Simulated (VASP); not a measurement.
# C (P6_3/mmc) in VASP: elastic constants with PBEsol

Aim: the elastic constants of C with PBEsol.

All numbers are computed with VASP 6.6.1; they aren't measurements. Logs are shortened: lines on timing, memory, paths and dates and some standing lists are left out, and cuts for length are marked.

### Step 1. The cell of the first run

The structure is hexagonal, space group P6_3/mmc (No. 194). The conventional cell has a = 2.459 Å, b = 2.459 Å, c = 7.277 Å, α = 90.00°, β = 90.00°, γ = 120.00°. C (site symmetry -6m2) has 3 C at 1.42 Å within 1.9 Å. C (site symmetry -6m2) has 3 C at 1.42 Å within 1.9 Å.

### Step 2. Elastic constants, PBEsol

Contents of INCAR:

```
SYSTEM = C
PREC = Accurate
ENCUT = 600
EDIFF = 1E-8
ISMEAR = -1
SIGMA = 0.15
LREAL = .False.
LASPH = .True.
NELM = 100
ALGO = Normal
ISIF = 3
LWAVE = .False.
LCHARG = .True.
GGA = PS
IBRION = 6
NFREE = 2
POTIM = 0.015
NSW = 1
```

Contents of KPOINTS:

```
regular mesh
0
Gamma
  18 18 6
  0 0 0
```

Contents of POSCAR:

```
C
1.0
    2.4589154345      0.0000000000      0.0000000000
   -1.2294577173      2.1294832320      0.0000000000
    0.0000000000      0.0000000000      7.2765474805
C
4
Direct
    0.0000000000      0.0000000000      0.0025000000
    0.0000000000      0.0000000000      0.5025000000
    0.3333333333      0.6666666667      0.0025000000
    0.6666666667      0.3333333333      0.5025000000
```

Potentials or basis: VASP PAW PBE potentials, release 64 (C).

Run with:

```console
$ cat potpaw_PBE.64/C/POTCAR > POTCAR
$ mpirun -np 1 vasp_std > vasp.out
```

OUTCAR:

```text
SYSTEM = C
   PREC = Accurate
   ENCUT = 600
   EDIFF = 1E-8
   ISMEAR = -1
   LREAL = .False.
   LASPH = .True.
   NELM = 100
   ISIF = 3
   GGA = PS
   IBRION = 6
   NFREE = 2
   POTIM = 0.015
   NSW = 1

 ion  position               nearest neighbor table
   1  0.000  0.000  0.002-   3 1.42   3 1.42   3 1.42
   2  0.000  0.000  0.502-   4 1.42   4 1.42   4 1.42
   3  0.333  0.667  0.002-   1 1.42   1 1.42   1 1.42
   4  0.667  0.333  0.502-   2 1.42   2 1.42   2 1.42

  LATTYP: Found a hexagonal cell.
 ALAT       =     2.4589154345
 C/A-ratio  =     2.9592508056

  Lattice vectors:

 A1 = (   2.4589154345,   0.0000000000,   0.0000000000)
 A2 = (  -1.2294577173,   2.1294832320,   0.0000000000)
 A3 = (   0.0000000000,   0.0000000000,   7.2765474805)

Analysis of symmetry for initial positions (statically):
=====================================================================
 Subroutine PRICEL returns:
 Original cell was already a primitive cell.

 Routine SETGRP: Setting up the symmetry group for a
 hexagonal supercell.

 Subroutine GETGRP returns: Found 24 space group operations
 (whereof  6 operations were pure point group operations)
 out of a pool of 24 trial point group operations.

The static configuration has the point symmetry C_3v.
 The point group associated with its full space group is D_6h.

Analysis of symmetry for dynamics (positions and initial velocities):
=====================================================================
 Subroutine PRICEL returns:
 Original cell was already a primitive cell.

 Routine SETGRP: Setting up the symmetry group for a
 hexagonal supercell.

 Subroutine GETGRP returns: Found 24 space group operations
 (whereof  6 operations were pure point group operations)
 out of a pool of 24 trial point group operations.

The dynamic configuration has the point symmetry C_3v.
 The point group associated with its full space group is D_6h.

 Subroutine INISYM returns: Found 24 space group operations
 (whereof  6 operations are pure point group operations),
 and found     1 'primitive' translations

----------------------------------------------------------------------------------------

                                     Primitive cell

  volume of cell :      38.1016

  direct lattice vectors                    reciprocal lattice vectors
     2.458915435  0.000000000  0.000000000     0.406683364  0.234798750  0.000000000
    -1.229457717  2.129483232  0.000000000     0.000000000  0.469597499  0.000000000
     0.000000000  0.000000000  7.276547480     0.000000000  0.000000000  0.137427812

  length of vectors
     2.458915435  2.458915434  7.276547480     0.469597499  0.469597499  0.137427812

  position of ions in fractional coordinates (direct lattice)
     0.000000000  0.000000000  0.002500000
     0.000000000  0.000000000  0.502500000
     0.333333333  0.666666667  0.002500000
     0.666666667  0.333333333  0.502500000

  ion indices of the primitive-cell ions
   primitive index   ion index
                 1           1
                 2           2
                 3           3
                 4           4

----------------------------------------------------------------------------------------

 KPOINTS: regular mesh

Automatic generation of k-mesh.
 Grid dimensions read from file:
 generate k-points for:   18   18    6

 Generating k-lattice:

  Cartesian coordinates                     Fractional coordinates (reciprocal lattice)
     0.022593520  0.013044375  0.000000000     0.055555556  0.000000000  0.000000000
[... 115 lines left out ...]
  -------------------------------------------------------------------------------------
  Total        0.1187806      0.1187806     -0.0685542     -0.0000000     -0.0000000      0.0000000
  in kB        4.9947398      4.9947398     -2.8827117     -0.0000000     -0.0000000      0.0000000
  external PRESSURE =       2.3689226 kB  Pullay stress =       0.0000000 kB
[... 95 lines left out ...]
  FREE ENERGIE OF THE ION-ELECTRON SYSTEM (eV)
  ---------------------------------------------------
  free  energy   TOTEN  =       -38.5615016773 eV

  energy  without entropy=      -38.5564867315  energy(sigma->0) =      -38.55899420

 E-fermi :   4.0875     XC(G=0): -10.0954

 val. band max:        4.0868482385   @ k =   0.3333   0.3333   0.3333
 cond. band min:       4.0908150346   @ k =   0.3333   0.3333   0.5000
 fundamental gap:      0.0039667961
 Fermi energy:         4.0875438547

 k-point     1 :       0.0000    0.0000    0.0000
  band No.  band energies     occupation
      1     -15.5399      2.00000
      2     -15.3584      2.00000
      3      -4.2865      2.00000
      4      -2.8659      2.00000
      5       1.0966      2.00000
      6       1.0966      2.00000
      7       1.1056      2.00000
      8       1.1056      2.00000
      9       7.6616      0.00000
     10      12.4292      0.00000
     11      12.4292      0.00000
     12      12.4583      0.00000
[... 333 lines left out ...]
      1     -10.7880      2.00000
      2     -10.6655      2.00000
      3      -8.1670      2.00000
      4      -8.0725      2.00000
      5      -3.1730      2.00000
      6      -3.1314      2.00000
      7       1.1198      2.00000
      8       1.9348      2.00000
      9       5.9613      0.00001
     10       6.5592      0.00000
     11      12.6626      0.00000
     12      12.9397      0.00000

 [... further k-points ...]

[... ionic steps 4 to 18 ...]

--------------------------------------- Ionic step       19  -------------------------------------------

 number of electron      16.0000001 magnetization

------------------------ aborting loop because EDIFF is reached ----------------------------------------
[... 71 lines left out ...]
--------------------------------------- Ionic step       21  -------------------------------------------

 number of electron      16.0000000 magnetization

 Free energy of the ion-electron system (eV)
  ---------------------------------------------------
  ext. energy  EPLUGINS =         0.00000000
  ---------------------------------------------------
  free energy    TOTEN  =       -38.58903464 eV

  energy without entropy =      -38.58376101  energy(sigma->0) =      -38.58639782

 E-fermi :   3.9645     XC(G=0):  -9.9877

 val. band max:        3.9642414784   @ k =   0.3333   0.3333   0.3333
 cond. band min:       3.9671066625   @ k =   0.3333   0.3333   0.5000
 fundamental gap:      0.0028651841
 Fermi energy:         3.9644755950

 k-point     1 :       0.0000    0.0000    0.0000
  band No.  band energies     occupation
      1     -15.6538      2.00000
      2     -15.4940      2.00000
      3      -4.3579      2.00000
      4      -3.0523      2.00000
      5       0.9728      2.00000
      6       0.9728      2.00000
      7       0.9807      2.00000
      8       0.9807      2.00000
      9       7.4579      0.00000
     10      12.3058      0.00000
     11      12.3068      0.00000
     12      12.3311      0.00000
[... 376 lines left out ...]
  FREE ENERGIE OF THE ION-ELECTRON SYSTEM (eV)
  ---------------------------------------------------
  free  energy   TOTEN  =       -38.5890346398 eV

  energy  without entropy=      -38.5837610066  energy(sigma->0) =      -38.58639782

 INTERNAL STRAIN TENSORS FROM STRAINED CELLS
 ============================================

 INTERNAL STRAIN TENSOR FOR ION    1 for displacements in x,y,z  (eV/Angst):
          X           Y           Z          XY          YZ          ZX
  --------------------------------------------------------------------------------
  x     0.00000    -0.00000     0.00000   -12.45040     0.00000    -0.00000
  y   -12.49048    12.54383    -0.00000    -0.00021    -0.00006     0.00031
  z     0.00000     0.00000     0.00000     0.00000     0.00139     0.00000

 INTERNAL STRAIN TENSORS FROM DISPLACED ATOMS
 ============================================

 INTERNAL STRAIN TENSOR FOR ION    1 for displacements in x,y,z  (eV/Angst):
          X           Y           Z          XY          YZ          ZX
  --------------------------------------------------------------------------------
  x     0.00000    -0.00000    -0.00000   -12.47106     0.00000     0.00000
  y   -12.47106    12.47106     0.00000    -0.00000     0.00000     0.00000
  z     0.00000     0.00000     0.00000     0.00000     0.00000     0.00000

 INTERNAL STRAIN TENSOR FOR ION    4 for displacements in x,y,z  (eV/Angst):
          X           Y           Z          XY          YZ          ZX
  --------------------------------------------------------------------------------
  x     0.00000    -0.00000     0.00000   -12.51731     0.00000     0.00000
  y   -12.51731    12.51731    -0.00000    -0.00000     0.00000     0.00000
  z     0.00000     0.00000    -0.00000     0.00000    -0.00000    -0.00000

 Eigenvectors and eigenvalues of the dynamical matrix
 ----------------------------------------------------

   1 f  =   47.295430 THz   297.165951 2PiTHz 1577.605733 cm-1   195.598094 meV
             X         Y         Z           dx          dy          dz
      0.000000  0.000000  0.018191     0.442949   -0.231951   -0.000000
      0.000000  0.000000  3.656465     0.442949   -0.231951    0.000000
     -0.000000  1.419655  0.018191    -0.442940    0.231947    0.000000
      1.229458  0.709828  3.656465    -0.442940    0.231947    0.000000
[... 71 lines left out ...]
  12 f/i=    0.000463 THz     0.002907 2PiTHz    0.015435 cm-1     0.001914 meV
             X         Y         Z           dx          dy          dz
      0.000000  0.000000  0.018191    -0.340531   -0.366107    0.000000
      0.000000  0.000000  3.656465    -0.340531   -0.366107    0.000000
     -0.000000  1.419655  0.018191    -0.340537   -0.366114    0.000000
      1.229458  0.709828  3.656465    -0.340537   -0.366114    0.000000

--------------------------------------------------------------------------------------------------------

 ELASTIC MODULI CONTR FROM IONIC RELAXATION (kBar)
 Direction    XX          YY          ZZ          XY          YZ          ZX
 --------------------------------------------------------------------------------
 XX        -242.6024    242.6024     -0.0000      0.0000     -0.0000     -0.0000
 YY         242.6024   -242.6024      0.0000      0.0000      0.0000      0.0000
 ZZ          -0.0000      0.0000     -0.0000      0.0000     -0.0000     -0.0000
 XY           0.0000      0.0000      0.0000   -242.6024      0.0000      0.0000
 YZ          -0.0000      0.0000     -0.0000      0.0000     -0.0000     -0.0000
 ZX          -0.0000      0.0000     -0.0000      0.0000     -0.0000     -0.0000
 --------------------------------------------------------------------------------

 TOTAL ELASTIC MODULI (kBar)
 Direction    XX          YY          ZZ          XY          YZ          ZX
 --------------------------------------------------------------------------------
 XX        9774.6184   1843.7678    -19.9796     -0.0000      0.0000      0.0000
 YY        1843.7678   9774.6184    -19.9796     -0.0000      0.0000      0.0000
 ZZ         -19.9796    -19.9796     64.4327      0.0000     -0.0000      0.0000
 XY          -0.0000     -0.0000      0.0000   3965.4253      0.0000      0.0000
 YZ           0.0000      0.0000     -0.0000      0.0000      8.5086     -0.0000
 ZX          -0.0000      0.0000      0.0000      0.0000     -0.0000      8.5087
 --------------------------------------------------------------------------------
```

Wall time 59 min (1 thread of Oxide Virtual Turin-like, shared host); peak memory 0.6 GiB.

What came out:

```
Voigt bulk modulus            : 258 GPa
Highest phonon frequency at Γ : 1578 cm⁻¹
```

Phonon frequencies in cm⁻¹ (negative: imaginary):
| q point | frequencies |
| --- | --- |
| (0.000, 0.000, 0.000) | 0 0 0 25 25 55 870 872 1576 1576 1578 1578 |

Elastic tensor in Voigt notation (GPa, in the Cartesian axes of the cell as first typed):
```
977 184  -2   0   0   0
184 977  -2   0   0   0
 -2  -2   6   0   0   0
  0   0   0   1   0   0
  0   0   0   0   1   0
  0   0   0   0   0 397
```

Clamped-ion elastic tensor (GPa):
```
1002  160   -2    0    0    0
 160 1002   -2    0    0    0
  -2   -2    6    0    0    0
   0    0    0    1    0    0
   0    0    0    0    1    0
   0    0    0    0    0  421
```

Caveat: this functional lacks dispersion, which binds the layers, so the pressure and a relaxed spacing across them are unreliable; the PAW data sets were made with another functional, which shifts forces and pressure a little.
